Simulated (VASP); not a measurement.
# Na2PdBr4 (P4/mmm) in VASP: single point with r2SCAN+rVV10

Aim: the single point of Na2PdBr4 with r2SCAN+rVV10.

All numbers are computed with VASP 6.6.1; they aren't measurements. Logs are shortened: lines on timing, memory, paths and dates and some standing lists are left out, and cuts for length are marked.

## Step 1: The cell of the first run

The structure is tetragonal, space group P4/mmm (No. 123). Conventional cell: a = 7.853 Å, b = 7.853 Å, c = 4.196 Å, α = 90.00°, β = 90.00°, γ = 90.00°. Na (site symmetry mmm) has 4 Br at 2.79 Å within 3.7 Å. Within 3.2 Å of Pd (site symmetry 4/mmm) lie 4 Br at 2.46 Å. Within 3.2 Å of Br (site symmetry m2m) lie 1 Pd at 2.46 Å and 2 Na at 2.79 Å.

## Step 2: Single point, r2SCAN+rVV10

POSCAR

```
Na2PdBr4
1.0
    7.8528698710      0.0000000000      0.0000000000
    0.0000000000      7.8528698710      0.0000000000
    0.0000000000      0.0000000000      4.1958308505
Na Pd Br
2 1 4
Direct
    0.0000000000      0.5000000000      0.0000000000
    0.5000000000      0.0000000000      0.0000000000
    0.0000000000      0.0000000000      0.0000000000
    0.2215902950      0.7784097050     -0.0000120066
    0.7784097050      0.7784097050      1.0000120066
    0.2215902950      0.2215902950      1.0000120066
    0.7784097050      0.2215902950     -0.0000120066
```

INCAR.step1

```
  PREC = Accurate
  ENCUT = 520
  ISMEAR = -1
  SIGMA = 0.03
  LREAL = False
  LASPH = True
  NELM = 60
  NBANDS = 35
  GGA = PE
  ALGO = Normal
  EDIFF = 1E-4
  LWAVE = True
  LCHARG = False
```

INCAR.step2

```
  PREC = Accurate
  ENCUT = 520
  EDIFF = 1E-6
  ISMEAR = -1
  SIGMA = 0.03
  LREAL = False
  LASPH = True
  NELM = 60
  ALGO = Normal
  ISIF = 2
  LWAVE = False
  LCHARG = False
  METAGGA = R2SCAN
  LMIXTAU = True
  LUSE_VDW = True
  IVDW_NL = 2
  BPARAM = 11.95
  CPARAM = 0.0093
  NBANDS = 35
  ISTART = 1
```

KPOINTS

```
regular mesh
0
Gamma
  4 4 4
```

Potentials or basis: VASP PAW PBE potentials, release 64 (Na_pv, Pd, Br).

Launch:

```sh
$ cat potpaw_PBE.64/Na_pv/POTCAR potpaw_PBE.64/Pd/POTCAR potpaw_PBE.64/Br/POTCAR > POTCAR
$ cp INCAR.step1 INCAR
$ mpirun -np 1 vasp_std > vasp.out
$ cp INCAR.step2 INCAR
$ mpirun -np 1 vasp_std > vasp.out
```

OUTCAR:

```text
PREC = Accurate
   ENCUT = 520
   EDIFF = 1E-6
   ISMEAR = -1
   LREAL = False
   LASPH = True
   NELM = 60
   ISIF = 2
   METAGGA = R2SCAN
   IVDW_NL = 2
   BPARAM = 11.95
   ISTART = 1

 ion  position               nearest neighbor table
   1  0.000  0.500  0.000-
   2  0.500  0.000  0.000-
   3  0.000  0.000  0.000-   4 2.46   5 2.46   6 2.46   7 2.46
   4  0.222  0.778  1.000-   3 2.46
   5  0.778  0.778  0.000-   3 2.46
   6  0.222  0.222  0.000-   3 2.46
   7  0.778  0.222  1.000-   3 2.46

  LATTYP: Found a simple tetragonal cell.
 ALAT       =     7.8528698710
 C/A-ratio  =     0.5343054093

  Lattice vectors:

 A1 = (   7.8528698710,   0.0000000000,   0.0000000000)
 A2 = (   0.0000000000,   7.8528698710,   0.0000000000)
 A3 = (   0.0000000000,   0.0000000000,   4.1958308505)

Analysis of symmetry for initial positions (statically):
=====================================================================
 Subroutine PRICEL returns:
 Original cell was already a primitive cell.

 Routine SETGRP: Setting up the symmetry group for a
 simple tetragonal supercell.

 Subroutine GETGRP returns: Found  8 space group operations
 (whereof  8 operations were pure point group operations)
 out of a pool of 16 trial point group operations.

The static configuration has the point symmetry D_2d.

Analysis of symmetry for dynamics (positions and initial velocities):
=====================================================================
 Subroutine PRICEL returns:
 Original cell was already a primitive cell.

 Routine SETGRP: Setting up the symmetry group for a
 simple tetragonal supercell.

 Subroutine GETGRP returns: Found  8 space group operations
 (whereof  8 operations were pure point group operations)
 out of a pool of 16 trial point group operations.

The dynamic configuration has the point symmetry D_2d.

 Subroutine INISYM returns: Found  8 space group operations
 (whereof  8 operations are pure point group operations),
 and found     1 'primitive' translations

----------------------------------------------------------------------------------------

                                     Primitive cell

  volume of cell :     258.7467

  direct lattice vectors                    reciprocal lattice vectors
     7.852869871  0.000000000  0.000000000     0.127341980  0.000000000  0.000000000
     0.000000000  7.852869871  0.000000000     0.000000000  0.127341980  0.000000000
     0.000000000  0.000000000  4.195830851     0.000000000  0.000000000  0.238331819

  length of vectors
     7.852869871  7.852869871  4.195830851     0.127341980  0.127341980  0.238331819

  position of ions in fractional coordinates (direct lattice)
     0.000000000  0.500000000  0.000000000
     0.500000000  0.000000000  0.000000000
     0.000000000  0.000000000  0.000000000
     0.221590295  0.778409705  0.999987993
     0.778409705  0.778409705  0.000012007
     0.221590295  0.221590295  0.000012007
     0.778409705  0.221590295  0.999987993

  ion indices of the primitive-cell ions
   primitive index   ion index
                 1           1
                 2           2
                 3           3
                 4           4
                 5           5
                 6           6
                 7           7

----------------------------------------------------------------------------------------

 KPOINTS: regular mesh

Automatic generation of k-mesh.
 Grid dimensions read from file:
 generate k-points for:    4    4    4

 Generating k-lattice:

  Cartesian coordinates                     Fractional coordinates (reciprocal lattice)
     0.031835495  0.000000000  0.000000000     0.250000000  0.000000000  0.000000000
     0.000000000  0.031835495  0.000000000     0.000000000  0.250000000  0.000000000
     0.000000000  0.000000000  0.059582955     0.000000000  0.000000000  0.250000000

  Length of vectors
     0.031835495  0.031835495  0.059582955

  Shift w.r.t. Gamma in fractional coordinates (k-lattice)
     0.000000000  0.000000000  0.000000000

 Subroutine IBZKPT returns following result:
 ===========================================

 Found     18 irreducible k-points:

 Following reciprocal coordinates:
            Coordinates               Weight
  0.000000  0.000000  0.000000      1.000000
  0.250000  0.000000  0.000000      4.000000
  0.500000  0.000000  0.000000      2.000000
  0.250000  0.250000  0.000000      4.000000
  0.500000  0.250000  0.000000      4.000000
  0.500000  0.500000  0.000000      1.000000
[... 10 lines left out ...]
  0.500000  0.250000  0.500000      4.000000
  0.500000  0.500000  0.500000      1.000000
   k-points           NKPTS =     18   k-points in BZ     NKDIM =     18   number of bands    NBANDS=     35
   number of dos      NEDOS =    301   number of ions     NIONS =      7
   total plane-waves  NPLWV = 115200
   dimension x,y,z NGX =    60 NGY =   60 NGZ =   32
   dimension x,y,z NGXF=   120 NGYF=  120 NGZF=   64
   ions per type =               2   1   4
   NGX,Y,Z   is equivalent  to a cutoff of  12.70, 12.70, 12.68 a.u.
   NGXF,Y,Z  is equivalent  to a cutoff of  25.40, 25.40, 25.36 a.u.
 SYSTEM =  unknown system
   PREC   = accura    normal or accurate (medium, high low for compatibility)
   ISTART =      1    job   : 0-new  1-cont  2-samecut
   ICHARG =      0    charge: 1-file 2-atom 10-const
   ISPIN  =      1    spin polarized calculation?
   LNONCOLLINEAR =      F non collinear calculations
   LSORBIT =      F    spin-orbit coupling
   LASPH  =      T    aspherical Exc in radial PAW
   ENCUT  =  520.0 eV  38.22 Ry    6.18 a.u.  14.60 14.60  7.80*2*pi/ulx,y,z
   NELM   =     60;   NELMIN=  2; NELMDL=  0     # of ELM steps
   EDIFF  = 0.1E-05   stopping-criterion for ELM
   LREAL  =      F    real-space projection
   EDIFFG = 0.1E-04   stopping-criterion for IOM
   NSW    =      0    number of steps for IOM
   IBRION =     -1    ionic relax: 0-MD 1-quasi-New 2-CG
   NFREE  =      0    steps in history (QN), initial steepest desc. (CG)
   ISIF   =      2    stress and relaxation
   ISYM   =      2    0-nonsym 1-usesym 2-fastsym
   POTIM  = 0.5000    time-step for ionic-motion
   TEBEG  =    0.0;   TEEND  =   0.0 temperature during run
   PSTRESS=    0.0 pullay stress
   NELECT =      52.0000    total number of electrons
   NUPDOWN=      -1.0000    fix difference up-down
   EMIN   =  10.00;   EMAX   =-10.00  energy-range for DOS
   EFERMI =   0.00;   METHOD = LEGACY
   ISMEAR =    -1;   SIGMA  =   0.03  broadening in eV -4-tet -1-fermi 0-gaus
   EFERMI_NEDOS =   21; number of points for ismear=-14 and -15
   IALGO  =     38    algorithm
   IMIX   =      4    mixing-type and parameters
     AMIX     =   0.40;   BMIX     =  1.00
     AMIX_MAG =   1.60;   BMIX_MAG =  1.00
  volume/ion in A,a.u.               =      36.96       249.44
  Fermi-wavevector in a.u.,A,eV,Ry     =   0.958924  1.812104 12.511046  0.919536
  Thomas-Fermi vector in A             =   2.088075
   LORBIT       =      0    0 simple, 1 ext, 2 COOP (PROOUT), +10 PAW based schemes
   METAGGA = R2SCAN    functional components
   LHFCALC =     F    Hartree Fock is set to
   AEXX    =    0.0000 exact exchange contribution
   IVDW_NL    =     2    kernel type
   BPARAM     =11.9500
   IVDW    =     0    specifies the selected vdW correction
   LEPSILON=     F    determine dielectric tensor
   LRPA    =     F    only Hartree local field effects (RPA)
 non-spin polarized calculation
  energy-cutoff  :      520.00
  volume of cell :      258.75
 maximum number of plane-waves:      7023
 NGX is ok and might be reduce to    60
   NGX = 29   NGY = 29   NGZ = 15

 number of electron      52.0000031 magnetization

 Free energy of the ion-electron system (eV)
  ---------------------------------------------------
  ext. energy  EPLUGINS =         0.00000000
  ---------------------------------------------------
  free energy    TOTEN  =       -88.71993844 eV

  energy without entropy =      -88.71993844  energy(sigma->0) =      -88.71993844

 E-fermi :  -0.4366     XC(G=0):  -7.1791

 val. band max:       -1.1570613799   @ k =   0.5000   0.0000   0.0000
 cond. band min:       0.1770735687   @ k =   0.5000   0.5000   0.0000
 fundamental gap:      1.3341349485
 Fermi energy:        -0.4366108323

 k-point     1 :       0.0000    0.0000    0.0000
  band No.  band energies     occupation
      1     -24.8906      2.00000
      2     -24.8905      2.00000
      3     -24.8361      2.00000
      4     -24.8361      2.00000
      5     -24.8305      2.00000
      6     -24.8305      2.00000
[... 27 lines left out ...]
     34       7.5637      0.00000
     35       7.7818      0.00000

 k-point     2 :       0.2500    0.0000    0.0000
  band No.  band energies     occupation
      1     -24.8906      2.00000
      2     -24.8906      2.00000
      3     -24.8359      2.00000
      4     -24.8359      2.00000
      5     -24.8307      2.00000
      6     -24.8307      2.00000
[... 27 lines left out ...]
     34       7.4051      0.00000
     35       7.4818      0.00000

 k-point     3 :       0.5000    0.0000    0.0000
  band No.  band energies     occupation
      1     -24.8906      2.00000
      2     -24.8906      2.00000
      3     -24.8357      2.00000
      4     -24.8357      2.00000
      5     -24.8310      2.00000
      6     -24.8309      2.00000
[... 27 lines left out ...]
     34       6.9056      0.00000
     35       7.3771      0.00000
[... 495 lines left out ...]
 k-point    17 :       0.5000    0.2500    0.5000
  band No.  band energies     occupation
      1     -24.8946      2.00000
      2     -24.8946      2.00000
      3     -24.8362      2.00000
      4     -24.8345      2.00000
      5     -24.8318      2.00000
      6     -24.8293      2.00000
[... 27 lines left out ...]
     34       6.6883      0.00000
     35       6.8435      0.00000

 k-point    18 :       0.5000    0.5000    0.5000
  band No.  band energies     occupation
      1     -24.8946      2.00000
      2     -24.8946      2.00000
      3     -24.8366      2.00000
      4     -24.8341      2.00000
      5     -24.8324      2.00000
      6     -24.8287      2.00000
[... 27 lines left out ...]
     34       7.2595      0.00000
     35       7.2595      0.00000

------------------------ aborting loop because EDIFF is reached ----------------------------------------

  FORCE on cell =-STRESS in cart. coord.  units (eV):
  Direction    XX          YY          ZZ          XY          YZ          ZX
  --------------------------------------------------------------------------------------
  -------------------------------------------------------------------------------------
  Total       -0.0010701     -0.0010701      0.0036966      0.0000000      0.0000000      0.0000000
  in kB       -0.0066261     -0.0066261      0.0228898      0.0000000      0.0000000      0.0000000
  external PRESSURE =       0.0032125 kB  Pullay stress =       0.0000000 kB

 VOLUME and BASIS-vectors are now :
 -----------------------------------------------------------------------------
  energy-cutoff  :      520.00
  volume of cell :      258.75
      direct lattice vectors                 reciprocal lattice vectors
     7.852869871  0.000000000  0.000000000     0.127341980  0.000000000  0.000000000
     0.000000000  7.852869871  0.000000000     0.000000000  0.127341980  0.000000000
     0.000000000  0.000000000  4.195830851     0.000000000  0.000000000  0.238331819

 POSITION                                       TOTAL-FORCE (eV/Angst)
 -----------------------------------------------------------------------------------
      0.00000      3.92643      0.00000        -0.000000      0.000000      0.000000
      3.92643      0.00000      0.00000         0.000000      0.000000     -0.000000
      0.00000      0.00000      0.00000         0.000000      0.000000      0.000000
      1.74012      6.11275      4.19578         0.013455     -0.013455      0.000014
      6.11275      6.11275      0.00005        -0.013455     -0.013455     -0.000014
      1.74012      1.74012      0.00005         0.013455      0.013455     -0.000014
      6.11275      1.74012      4.19578        -0.013455      0.013455      0.000014
 -----------------------------------------------------------------------------------
    total drift:                               -0.000000     -0.000000     -0.000000

  FREE ENERGIE OF THE ION-ELECTRON SYSTEM (eV)
  ---------------------------------------------------
  free  energy   TOTEN  =       -88.7199384439 eV

  energy  without entropy=      -88.7199384438  energy(sigma->0) =      -88.71993844
```

It took 5.9 min on 1 thread of Intel Xeon 6975P-C (Granite Rapids), shared host; peak memory 0.86 GiB.

Results:

```yaml
Free_energy: -88.7199 eV
Pressure: 0.0 GPa
Largest_force: 0.019 eV/Å
Band_gap_on_the_k_mesh: 1.33 eV (least direct gap 1.36 eV)
```

Forces on the atoms (eV/Å):
```
Na   0.000  0.000  0.000
Na   0.000  0.000  0.000
Pd   0.000  0.000  0.000
Br   0.013 -0.013  0.000
Br  -0.013 -0.013  0.000
Br   0.013  0.013  0.000
Br  -0.013  0.013  0.000
```

Caveat: the PAW data sets were made with another functional, which shifts forces and pressure a little. A k mesh can miss the band edges.
